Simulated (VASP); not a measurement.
# NaOs (Pmmn) in VASP: relaxation of cell and atoms with PBE

Aim: the relaxation of cell and atoms of NaOs with PBE.

All numbers are computed with VASP 6.6.1; they aren't measurements. Logs are shortened: lines on timing, memory, paths and dates and some standing lists are left out, and cuts for length are marked.

## 1. The cell of the first run

It takes space group Pmmn (No. 59, orthorhombic). The conventional cell has a = 2.729 Å, b = 3.876 Å, c = 8.420 Å, α = 90.00°, β = 90.00°, γ = 90.00°. Within 3.6 Å of Na (site symmetry mm2) lie 2 Na at 2.73 Å and 5 Os at 3.08 to 3.21 Å. Os (site symmetry mm2) has 6 Os at 2.54 to 2.73 Å and 5 Na at 3.08 to 3.21 Å within 3.4 Å.

## 2. Relaxation of cell and atoms, PBE

Input file INCAR:

```
SYSTEM = NaOs
PREC     = Accurate       ! precision mode
ENCUT    = 600            ! plane-wave cutoff, eV
EDIFF    = 1E-7           ! SCF threshold, eV
ISMEAR   = 0              ! smearing method
SIGMA    = 0.1            ! smearing width, eV
LREAL    = .False.        ! projectors in reciprocal space
LASPH    = .True.         ! aspherical terms in the spheres
NELM     = 120            ! most SCF steps
ALGO     = Normal         ! electronic algorithm
ISIF     = 3              ! what is computed and relaxed
LWAVE    = .False.        ! write WAVECAR
LCHARG   = .False.        ! write CHGCAR
GGA      = PE             ! functional
IBRION   = 2              ! ionic algorithm
NSW      = 80             ! ionic steps
EDIFFG   = -0.001         ! ionic threshold
GGA_COMPAT= .False.      
NELMIN   = 4
```

Input file KPOINTS:

```
Automatic mesh
0
Gamma
  16 10 4
  0 0 0
```

Input file POSCAR:

```
NaOs
1.0
    2.7291283895      0.0000000000      0.0000000000
    0.0000000000      3.8762451529      0.0000000000
    0.0000000000      0.0000000000      8.4198397294
Na Os
2 2
Direct
    0.5000000000      0.0000000000      0.1882191066
    0.0000000000      0.5000000000      0.8117808934
    0.5000000000      0.0000000000      0.5543392619
    0.0000000000      0.5000000000      0.4456607381
```

Potentials or basis: VASP PAW PBE potentials, release 64 (Na_pv, Os).

Started as:

```console
$ cat potpaw_PBE.64/Na_pv/POTCAR potpaw_PBE.64/Os/POTCAR > POTCAR
$ mpirun -np 1 vasp_std > vasp.out
```

OUTCAR:

```text
SYSTEM = NaOs
   PREC = Accurate
   ENCUT = 600
   EDIFF = 1E-7
   ISMEAR = 0
   LREAL = .False.
   LASPH = .True.
   NELM = 120
   ISIF = 3
   GGA = PE
   IBRION = 2
   NSW = 80
   EDIFFG = -0.001
   NELMIN = 4

 ion  position               nearest neighbor table
   1  0.500  0.000  0.188-   3 3.08
   2  0.000  0.500  0.812-   4 3.08
   3  0.500  0.000  0.554-   4 2.54   4 2.54   4 2.54   4 2.54   1 3.08
   4  0.000  0.500  0.446-   3 2.54   3 2.54   3 2.54   3 2.54   2 3.08

  LATTYP: Found a simple orthorhombic cell.
 ALAT       =     2.7291283895
 B/A-ratio  =     1.4203234878
 C/A-ratio  =     3.0851753849

  Lattice vectors:

 A1 = (   2.7291283895,   0.0000000000,   0.0000000000)
 A2 = (   0.0000000000,   3.8762451529,   0.0000000000)
 A3 = (   0.0000000000,   0.0000000000,   8.4198397294)

Analysis of symmetry for initial positions (statically):
=====================================================================
 Subroutine PRICEL returns:
 Original cell was already a primitive cell.

 Routine SETGRP: Setting up the symmetry group for a
 simple orthorhombic supercell.

 Subroutine GETGRP returns: Found  8 space group operations
 (whereof  4 operations were pure point group operations)
 out of a pool of  8 trial point group operations.

The static configuration has the point symmetry C_2v.
 The point group associated with its full space group is D_2h.

Analysis of symmetry for dynamics (positions and initial velocities):
=====================================================================
 Subroutine PRICEL returns:
 Original cell was already a primitive cell.

 Routine SETGRP: Setting up the symmetry group for a
 simple orthorhombic supercell.

 Subroutine GETGRP returns: Found  8 space group operations
 (whereof  4 operations were pure point group operations)
 out of a pool of  8 trial point group operations.

The dynamic configuration has the point symmetry C_2v.
 The point group associated with its full space group is D_2h.

 Subroutine INISYM returns: Found  8 space group operations
 (whereof  4 operations are pure point group operations),
 and found     1 'primitive' translations

----------------------------------------------------------------------------------------

                                     Primitive cell

  volume of cell :      89.0716

  direct lattice vectors                    reciprocal lattice vectors
     2.729128390  0.000000000  0.000000000     0.366417353  0.000000000  0.000000000
     0.000000000  3.876245153  0.000000000     0.000000000  0.257981619  0.000000000
     0.000000000  0.000000000  8.419839729     0.000000000  0.000000000  0.118767106

  length of vectors
     2.729128390  3.876245153  8.419839729     0.366417353  0.257981619  0.118767106

  position of ions in fractional coordinates (direct lattice)
     0.500000000  0.000000000  0.188219107
     0.000000000  0.500000000  0.811780893
     0.500000000  0.000000000  0.554339262
     0.000000000  0.500000000  0.445660738

  ion indices of the primitive-cell ions
   primitive index   ion index
                 1           1
                 2           2
                 3           3
                 4           4

----------------------------------------------------------------------------------------

 KPOINTS: Automatic mesh

Automatic generation of k-mesh.
 Grid dimensions read from file:
 generate k-points for:   16   10    4

 Generating k-lattice:

  Cartesian coordinates                     Fractional coordinates (reciprocal lattice)
     0.022901085  0.000000000  0.000000000     0.062500000  0.000000000  0.000000000
     0.000000000  0.025798162  0.000000000     0.000000000  0.100000000  0.000000000
     0.000000000  0.000000000  0.029691777     0.000000000  0.000000000  0.250000000

  Length of vectors
     0.022901085  0.025798162  0.029691777

  Shift w.r.t. Gamma in fractional coordinates (k-lattice)
     0.000000000  0.000000000  0.000000000

 Subroutine IBZKPT returns following result:
 ===========================================

 Found    162 irreducible k-points:

 Following reciprocal coordinates:
            Coordinates               Weight
  0.000000  0.000000  0.000000      1.000000
  0.062500  0.000000  0.000000      2.000000
  0.125000  0.000000  0.000000      2.000000
  0.187500  0.000000  0.000000      2.000000
  0.250000  0.000000  0.000000      2.000000
  0.312500  0.000000  0.000000      2.000000
[... 16 lines left out ...]
  0.250000  0.200000  0.000000      4.000000
  0.312500  0.200000  0.000000      4.000000
 [... further k-points ...]
   k-points           NKPTS =    162   k-points in BZ     NKDIM =    162   number of bands    NBANDS=     19
   number of dos      NEDOS =    301   number of ions     NIONS =      4
   total plane-waves  NPLWV =  53760
   dimension x,y,z NGX =    24 NGY =   32 NGZ =   70
   dimension x,y,z NGXF=    48 NGYF=   64 NGZF=  140
   ions per type =               2   2
   NGX,Y,Z   is equivalent  to a cutoff of  14.62, 13.72, 13.82 a.u.
   NGXF,Y,Z  is equivalent  to a cutoff of  29.24, 27.45, 27.64 a.u.
 SYSTEM =  NaOs
   PREC   = accura    normal or accurate (medium, high low for compatibility)
   ISTART =      0    job   : 0-new  1-cont  2-samecut
   ICHARG =      2    charge: 1-file 2-atom 10-const
   ISPIN  =      1    spin polarized calculation?
   LNONCOLLINEAR =      F non collinear calculations
   LSORBIT =      F    spin-orbit coupling
   LASPH  =      T    aspherical Exc in radial PAW
   ENCUT  =  600.0 eV  44.10 Ry    6.64 a.u.   5.45  7.74 16.82*2*pi/ulx,y,z
   NELM   =    120;   NELMIN=  4; NELMDL= -5     # of ELM steps
   EDIFF  = 0.1E-06   stopping-criterion for ELM
   LREAL  =      F    real-space projection
   EDIFFG = -.1E-02   stopping-criterion for IOM
   NSW    =     80    number of steps for IOM
   IBRION =      2    ionic relax: 0-MD 1-quasi-New 2-CG
   NFREE  =      1    steps in history (QN), initial steepest desc. (CG)
   ISIF   =      3    stress and relaxation
   ISYM   =      2    0-nonsym 1-usesym 2-fastsym
   POTIM  = 0.5000    time-step for ionic-motion
   TEBEG  =    0.0;   TEEND  =   0.0 temperature during run
   PSTRESS=    0.0 pullay stress
   NELECT =      30.0000    total number of electrons
   NUPDOWN=      -1.0000    fix difference up-down
   EMIN   =  10.00;   EMAX   =-10.00  energy-range for DOS
   EFERMI =   0.00;   METHOD = LEGACY
   ISMEAR =     0;   SIGMA  =   0.10  broadening in eV -4-tet -1-fermi 0-gaus
   EFERMI_NEDOS =   21; number of points for ismear=-14 and -15
   IALGO  =     38    algorithm
   IMIX   =      4    mixing-type and parameters
     AMIX     =   0.40;   BMIX     =  1.00
     AMIX_MAG =   1.60;   BMIX_MAG =  1.00
  volume/ion in A,a.u.               =      22.27       150.27
  Fermi-wavevector in a.u.,A,eV,Ry     =   1.139031  2.152457 17.652087  1.297392
  Thomas-Fermi vector in A             =   2.275735
   LORBIT       =      0    0 simple, 1 ext, 2 COOP (PROOUT), +10 PAW based schemes
   GGA     = PE    functional components
   LHFCALC =     F    Hartree Fock is set to
   AEXX    =    0.0000 exact exchange contribution
   IVDW    =     0    specifies the selected vdW correction
   LEPSILON=     F    determine dielectric tensor
   LRPA    =     F    only Hartree local field effects (RPA)
 conjugate gradient relaxation of ions
 non-spin polarized calculation
 Gauss-broadening in eV      SIGMA  =   0.10
  energy-cutoff  :      600.00
  volume of cell :       89.07
 maximum number of plane-waves:      3025
 NGX is ok and might be reduce to    24
   NGX = 11   NGY = 15   NGZ = 33

--------------------------------------- Ionic step        1  -------------------------------------------

 number of electron      30.0000013 magnetization

 Free energy of the ion-electron system (eV)
  ---------------------------------------------------
  ext. energy  EPLUGINS =         0.00000000
  ---------------------------------------------------
  free energy    TOTEN  =       -23.18858848 eV

  energy without entropy =      -23.17659298  energy(sigma->0) =      -23.18259073

------------------------ aborting loop because EDIFF is reached ----------------------------------------

  FORCE on cell =-STRESS in cart. coord.  units (eV):
  Direction    XX          YY          ZZ          XY          YZ          ZX
  --------------------------------------------------------------------------------------
  -------------------------------------------------------------------------------------
  Total       -0.0781541     -0.0898662     -0.0529656      0.0000000      0.0000000      0.0000000
  in kB       -1.4057991     -1.6164702     -0.9527205      0.0000000      0.0000000      0.0000000
  external PRESSURE =      -1.3249966 kB  Pullay stress =       0.0000000 kB
[... 95 lines left out ...]
  FREE ENERGIE OF THE ION-ELECTRON SYSTEM (eV)
  ---------------------------------------------------
  free  energy   TOTEN  =       -23.1886397216 eV

  energy  without entropy=      -23.1766321773  energy(sigma->0) =      -23.18263595

[... ionic steps 4 to 14 ...]

--------------------------------------- Ionic step       15  -------------------------------------------

 number of electron      30.0000013 magnetization

------------------------ aborting loop because EDIFF is reached ----------------------------------------
[... 71 lines left out ...]
--------------------------------------- Ionic step       17  -------------------------------------------

 number of electron      30.0000014 magnetization

 Free energy of the ion-electron system (eV)
  ---------------------------------------------------
  ext. energy  EPLUGINS =         0.00000000
  ---------------------------------------------------
  free energy    TOTEN  =       -23.18864645 eV

  energy without entropy =      -23.17649600  energy(sigma->0) =      -23.18257123

 E-fermi :   3.0485     XC(G=0):  -9.3492

 val. band max:        3.0411309821   @ k =   0.2500   0.2000   0.2500
 cond. band min:       3.0492902622   @ k =   0.0000   0.0000   0.2500
 fundamental gap:      0.0081592801
 Fermi energy:         3.0485375284

 k-point     1 :       0.0000    0.0000    0.0000
  band No.  band energies     occupation
      1     -21.3717      2.00000
      2     -21.3569      2.00000
      3     -21.3335      2.00000
      4     -21.3299      2.00000
      5     -21.3031      2.00000
      6     -21.3022      2.00000
[... 505 lines left out ...]
      6     -21.3071      2.00000
[... 11 lines left out ...]
     18       5.1634      0.00000
     19       5.6433      0.00000

 [... further k-points ...]

------------------------ aborting loop because EDIFF is reached ----------------------------------------

  FORCE on cell =-STRESS in cart. coord.  units (eV):
  Direction    XX          YY          ZZ          XY          YZ          ZX
  --------------------------------------------------------------------------------------
  -------------------------------------------------------------------------------------
  Total       -0.0004335      0.0006313     -0.0013002      0.0000000      0.0000000      0.0000000
  in kB       -0.0078077      0.0113684     -0.0234156      0.0000000      0.0000000      0.0000000
  external PRESSURE =      -0.0066183 kB  Pullay stress =       0.0000000 kB
[... 19 lines left out ...]
  FREE ENERGIE OF THE ION-ELECTRON SYSTEM (eV)
  ---------------------------------------------------
  free  energy   TOTEN  =       -23.1886464549 eV

  energy  without entropy=      -23.1764960045  energy(sigma->0) =      -23.18257123

 reached required accuracy - stopping structural energy minimisation
```

Run time: 26 min. Hardware: 1 thread of Oxide Virtual Turin-like, shared host; peak memory 0.44 GiB.

What came out:

| Item | Value |
| --- | --- |
| Free energy | -23.1886 eV |
| Relaxed volume | 22.24 Å³/atom |
| Relaxed cell | a = 2.728 Å, b = 3.877 Å, c = 8.412 Å, α = 90.00°, β = 90.00°, γ = 90.00° |
| Space group after relaxing (to 0.1 Å) | Pmmn (No. 59) |
| Energy gained by relaxing | 0.0 meV/atom |
| Ionic steps | 17 |
| Pressure after relaxing | 0.0 GPa |
| Band gap on the k mesh | zero (bands 15 and 16 overlap by 2.83 eV) |

Final structure:
```xyz
4
Lattice="2.7279 0.0000 0.0000 0.0000 3.8769 0.0000 0.0000 0.0000 8.4120" Properties=species:S:1:pos:R:3 pbc="T T T"
Na    1.3640    0.0000    1.5832
Na    0.0000    1.9385    6.8288
Os    1.3640    0.0000    4.6623
Os    0.0000    1.9385    3.7497
```

Caveat: spin-orbit coupling is left out, which moves the levels of the heavy elements.
